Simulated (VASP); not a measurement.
# H23C2NO10 in VASP: notebook, part 4 of 4

VASP 6.6.1. Earlier steps stand in the parts before.

**7. Single point, PBE+D3(BJ)**

Input file INCAR:

```
PREC     = Accurate       # precision mode
ENCUT    = 520            # plane-wave cutoff, eV
EDIFF    = 1E-6           # SCF threshold, eV
ISMEAR   = -1             # smearing method
SIGMA    = 0.05           # smearing width, eV
LREAL    = Auto         
LASPH    = True           # aspherical terms in the spheres
NELM     = 80             # most SCF steps
ALGO     = Normal         # electronic algorithm
ISIF     = 2              # what is computed and relaxed
LWAVE    = False          # write WAVECAR
LCHARG   = False          # write CHGCAR
GGA      = PE             # functional
IVDW     = 12             # dispersion correction
NBANDS   = 72             # bands
```

Input file KPOINTS:

```
Automatic mesh
0
Gamma
  1 1 1
```

Input file POSCAR:

```
H23C2NO10
1.0
    7.2873620000      0.0000000000      0.0000000000
    0.0000000000      7.2873620000      0.0000000000
    0.0000000000      0.0000000000      7.2873620000
O H C N
10 23 2 1
Direct
    0.1458003596      0.0957273702      0.6945311623
    0.6801638233      0.1783635834      0.0841731205
    0.5675990846      0.0132283809      0.6208968348
    0.5346516339      0.4438917677      0.9134992882
    0.6466125877      0.8278167051      0.9555035142
    0.3168910780      0.4212909967      0.5535473605
    0.1360849097      0.3898667309      0.0828420490
    0.3004242139      0.7974765080      0.3980727182
    0.2395928733     -0.0191152848      0.0770237570
    0.1040431366      0.6848157125      0.8609699916
    0.0993089132      0.0564950664      0.5697123321
    0.1704183215      0.2350507632      0.6539677870
    0.7769889845      0.1210451738      0.0229438307
    0.6422763134      0.0593081557      0.1391587244
    0.5503637668      0.1186025890      0.5407580960
    0.4472674748     -0.0273624392      0.6650143083
    0.6143924235      0.3681990822      1.0045198798
    0.4143749137      0.3939560022      0.9817956072
    0.6179327993      0.8526405028      0.8344171732
    0.5853421307      0.7031076540      0.9647935700
    0.3423186607      0.4495865582      0.6793953697
    0.2723344881      0.5369844396      0.5140406089
    0.1640236892      0.2548796121      0.0834321116
    0.1224860244      0.4304438286      0.2072354852
    0.2778646100      0.8694229819      0.2868253286
    0.4295381511      0.7766870920      0.3738664279
    0.3337010018      0.0151769598     -0.0201444638
    0.1373473693     -0.0672945848      0.0024151401
    0.0439528049      0.7005004006      0.7537981508
    0.0836105027      0.5840659487      0.9457468972
    0.9181923445      0.4239668621      0.6141865877
    0.6726988449      0.4329961926      0.6332332605
    0.7118213697      0.3607889933      0.4355760013
    0.7782377217      0.4530857668      0.5364904337
    0.7794864589      0.6372950870      0.4589863932
    0.7942243023      0.7732702177      0.3860244626
```

Potentials or basis: VASP PAW PBE potentials, release 64 (O, H, C, N).

The run is started by

```bash
> cat potpaw_PBE.64/O/POTCAR potpaw_PBE.64/H/POTCAR potpaw_PBE.64/C/POTCAR potpaw_PBE.64/N/POTCAR > POTCAR
> mpirun -np 1 vasp_gam > vasp.out
```

OUTCAR:

```text
PREC = Accurate
   ENCUT = 520
   EDIFF = 1E-6
   ISMEAR = -1
   LREAL = Auto
   LASPH = True
   NELM = 80
   ISIF = 2
   GGA = PE
   IVDW = 12
 IVDW          = 12

 ion  position               nearest neighbor table
   1  0.146  0.096  0.695-  11 1.01  12 1.07
   2  0.680  0.178  0.084-  13 0.93  14 0.99
   3  0.568  0.013  0.621-  15 0.97  16 0.98
[... 341 lines left out ...]
  -------------------------------------------------------------------------------------
  Total      -1.14060    -0.65079     5.00847    -3.47902    -0.75481     0.84070
  in kB      -4.72206    -2.69428    20.73503   -14.40313    -3.12492     3.48049
  external pressure =        4.44 kB  Pullay stress =        0.00 kB

 VOLUME and BASIS-vectors are now :
 -----------------------------------------------------------------------------
  energy-cutoff  :      520.00
  volume of cell :      387.00
      direct lattice vectors                 reciprocal lattice vectors
     7.287362000  0.000000000  0.000000000     0.137223868  0.000000000  0.000000000
     0.000000000  7.287362000  0.000000000     0.000000000  0.137223868  0.000000000
     0.000000000  0.000000000  7.287362000     0.000000000  0.000000000  0.137223868

 POSITION                                       TOTAL-FORCE (eV/Angst)
 -----------------------------------------------------------------------------------
      1.06250      0.69760      5.06130        -0.271296      2.607088     -2.425676
      4.95660      1.29980      0.61340        -1.044762     -0.781030      2.142548
      4.13630      0.09640      4.52470         0.187822     -0.234313      0.386825
      3.89620      3.23480      6.65700        -2.152935     -1.491361      2.878836
      4.71210      6.03260      6.96310        -0.449754     -2.121412      2.600483
      2.30930      3.07010      4.03390        -0.033519     -1.376057     -0.039088
[... 28 lines left out ...]
      5.68040      4.64420      3.34480        -0.144300     -4.530201      2.143025
      5.78780      5.63510      2.81310         0.382655      4.129050     -2.183113
 -----------------------------------------------------------------------------------
    total drift:                               -0.017444      0.011265      0.001608

  FREE ENERGIE OF THE ION-ELECTRON SYSTEM (eV)
  ---------------------------------------------------
  free  energy   TOTEN  =      -181.1114001092 eV

  energy  without entropy=     -181.1114001091  energy(sigma->0) =     -181.11140011
```

It took 32 s on 1 thread of Intel Xeon 6975P-C (Granite Rapids), shared host; peak memory 0.36 GiB.

What came out:

```yaml
Free_energy: -181.1114 eV
Pressure: 0.4 GPa
Largest_force: 5.014 eV/Å
Band_gap_on_the_k_mesh: 4.26 eV
Dispersion_energy_per_atom: -0.035 eV
```

Forces in eV/Å, atoms in the order of the input:
```
O   -0.271  2.607 -2.426
O   -1.045 -0.781  2.143
O    0.188 -0.234  0.387
O   -2.153 -1.491  2.879
O   -0.450 -2.121  2.600
O   -0.034 -1.376 -0.039
O    0.421 -1.044 -0.703
O    0.194 -0.318 -0.026
O    0.742  1.297 -1.261
O    3.120  0.875  3.483
H    0.454 -0.217  1.473
H   -0.049 -2.484  0.903
H    2.145 -0.272 -1.784
H   -0.656  0.661  0.108
H   -0.404 -0.219  0.250
H   -0.210  0.630 -0.671
H   -0.339  0.643 -1.534
H    1.807  1.611 -1.680
H   -0.133  1.211 -2.890
H    0.753  0.677  0.348
H    0.666 -0.004  1.155
H   -0.554  1.624 -1.042
H   -0.387  0.659  0.238
H    0.042 -0.027  0.727
H   -0.795  0.226 -0.492
H    0.548 -0.242  0.537
H   -1.021 -0.697  1.239
H    0.335 -0.383 -0.011
H   -2.551 -0.123 -3.117
H   -0.588 -0.599 -0.638
H   -1.934 -0.152 -1.607
H   -0.916  0.586  1.777
H    1.436 -0.298 -0.456
C    1.402  0.176  0.167
C   -0.144 -4.530  2.143
N    0.383  4.129 -2.183
```

Levels at points of the mesh, in eV from the valence-band top:
| k point | band 44 | band 45 | band 46 | band 47 | band 48 | band 49 | band 50 | band 51 | band 52 | band 53 |
| --- | --- | --- | --- | --- | --- | --- | --- | --- | --- | --- |
| (0.00, 0.00, 0.00) | -0.56 | -0.39 | -0.32 | -0.11 | 0.00 | 4.26 | 6.04 | 6.35 | 6.88 | 7.13 |

Caveat: the k points lie up to 0.86 Å⁻¹ apart; the atoms stand as in a frame of molecular dynamics.

**8. Overview**

| cell | gap on the mesh (eV) | pressure (GPa) | largest force (eV/Å) |
| --- | --- | --- | --- |
| as given, atomic positions A | 4.03 | -1.1 | 4.77 |
| as given, atomic positions B | 3.97 | -0.6 | 3.75 |
| as given, atomic positions C | 4.06 | -1.6 | 5.29 |
| as given, atomic positions D | 4.04 | 0.1 | 5.76 |
| as given, atomic positions E | 4.06 | 0.9 | 4.96 |
| as given, atomic positions F | 4.26 | 0.4 | 5.01 |

Alike in all rows: task single point; level PBE+D3(BJ); potentials or basis VASP PAW PBE potentials, release 64 (O, H, C, N); no spin polarisation; k mesh 1 × 1 × 1; cutoff (eV) 520; smearing fermi-dirac 0.05 eV.

Caveats: all runs use coarse meshes; the atoms stand as in a frame of molecular dynamics (at least some runs).

Absolute energies hang on the potentials; compare differences alone.
